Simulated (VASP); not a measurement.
The system is Pt.

```
CELL_PARAMETERS angstrom
2.77000 0.00000 0.00000
-1.38500 2.39889 0.00000
0.00000 0.00000 4.52341
ATOMIC_POSITIONS crystal
Pt 0.33333 0.66667 0.25000
Pt 0.66667 0.33333 0.75000
```

This isn't the form of Pt at room conditions, which is fcc.

| Quantity | Value |
| --- | --- |
| Program | VASP 6.6.1 |
| Task | relaxation of cell and atoms |
| Functional | r2SCAN |
| Potentials or basis | VASP PAW PBE potentials, release 64 (Pt) |
| Cutoff | 600 eV |
| k mesh | 17 × 17 × 9 |
| Occupations | fermi-dirac, width 0.05 eV |
| Spin | no spin polarisation |

At the start: pressure 7.6 GPa; volume 15.03 Å³/atom.

Question: Where does the relaxation end?

Answer: Over 8 steps the energy falls by 32.9 meV/atom and the volume is 15.45 Å³/atom (+2.8 %); space group P6_3/mmc (No. 194, to 0.1 Å) before and after.

Step by step:
```tsv
step	energy change (eV)	largest force (eV/Å)	pressure (GPa)	volume (Å³)
1	0.0000	0.0000	7.57	30.06
2	0.0664	0.0000	-16.18	33.23
3	-0.0371	0.0000	-2.92	31.19
4	-0.0656	0.0000	-0.26	30.94
5	-0.0658	0.0000	-0.50	30.96
6	-0.0658	0.0000	-0.57	30.96
7	-0.0654	0.0000	1.08	30.76
8	-0.0659	0.0000	-0.03	30.90
```

Final structure:
```
Pt
1.0
     2.73926    0.00000    0.00000
    -1.36963    2.37227    0.00000
     0.00000    0.00000    4.75443
Pt
2
Direct
  0.33333 0.66667 0.25000
  0.66667 0.33333 0.75000
```

Caveat: the PAW data sets were made with another functional, which shifts forces and pressure a little.
